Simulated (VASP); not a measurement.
Here is a VASP 6.6.1 calculation.

File INCAR:

```
SYSTEM = Nd
ALGO = Normal ; EDIFF = 1E-7
ENCUT = 520 ; GGA = PS
ISIF = 2 ; ISMEAR = -1
ISPIN = 2 ; LASPH = .TRUE.
LCHARG = .TRUE. ; LELF = .TRUE.
LMAXMIX = 6 ; LORBIT = 11
LREAL = .FALSE. ; LVHAR = .TRUE.
LWAVE = .FALSE. ; MAGMOM = 2.32 1.84
NBANDS = 25 ; NELM = 150
PREC = Accurate ; SIGMA = 0.05
```

The input KPOINTS:

```
k-points
0
G
  8 8 5
  0 0 0
```

Contents of POSCAR:

```
Nd
1.0
    3.6570000000      0.0000000000      0.0000000000
   -1.8285000000      3.1670549016      0.0000000000
    0.0000000000      0.0000000000      5.9020000000
Nd
2
Direct
    0.6666666667      0.3333333333      0.7500000000
    0.3333333333      0.6666666667      0.2500000000
```

Potentials or basis: VASP PAW PBE potentials, release 64 (Nd).

Run with:

```console
$ cat potpaw_PBE.64/Nd/POTCAR > POTCAR
$ mpirun -np 1 vasp_std > vasp.out
```

(1) What does it give for the site moments?

(2) What does it give for the net moment?

(3) Predict the pressure.

## Answers

(1) Nd +3.37 μB.

(2) 8.27 μB per cell.

(3) -2.7 GPa.

Caveat: the magnetic or orbital state may not be the lowest; the PAW data sets were made with another functional, which shifts forces and pressure a little.
